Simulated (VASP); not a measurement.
Crystal: Zr.

```
CELL_PARAMETERS angstrom
2.89505 0.00000 0.00000
0.00000 2.89505 0.00000
0.00000 0.00000 2.89505
ATOMIC_POSITIONS crystal
Zr 0.00000 0.00000 0.00000
```

| Property | Result |
| --- | --- |
| Program | VASP 6.6.1 |
| Task | relaxation of cell and atoms |
| Functional | PBEsol |
| Potentials or basis | VASP PAW PBE potentials, release 64 (Zr_sv) |
| Cutoff | 600 eV |
| k mesh | 13 × 13 × 13 |
| Occupations | fermi-dirac, width 0.1 eV |
| Spin | no spin polarisation |

At the start: pressure -1.6 GPa; volume 24.26 Å³/atom.

Task: How do energy, volume and symmetry change on relaxing?

Result: Over 3 steps the energy falls by 2.8 meV/atom and the volume is 23.72 Å³/atom (-2.2 %); space group Pm-3m (No. 221, to 0.05 Å).

The path:
| step | energy change (eV) | largest force (eV/Å) | pressure (GPa) | volume (Å³) |
| --- | --- | --- | --- | --- |
| 1 | 0.0000 | 0.0000 | -1.61 | 24.26 |
| 2 | -0.0018 | 0.0000 | 0.98 | 23.42 |
| 3 | -0.0028 | 0.0000 | 0.00 | 23.72 |

Final structure:
```yaml
crystal:
  lattice:
    - [2.87336, 0.00000, 0.00000]
    - [0.00000, 2.87336, 0.00000]
    - [0.00000, 0.00000, 2.87336]
  atoms:
    - { symbol: Zr, position: [0.00000, 0.00000, 0.00000] }
```

Caveat: the PAW data sets were made with another functional, which shifts forces and pressure a little.
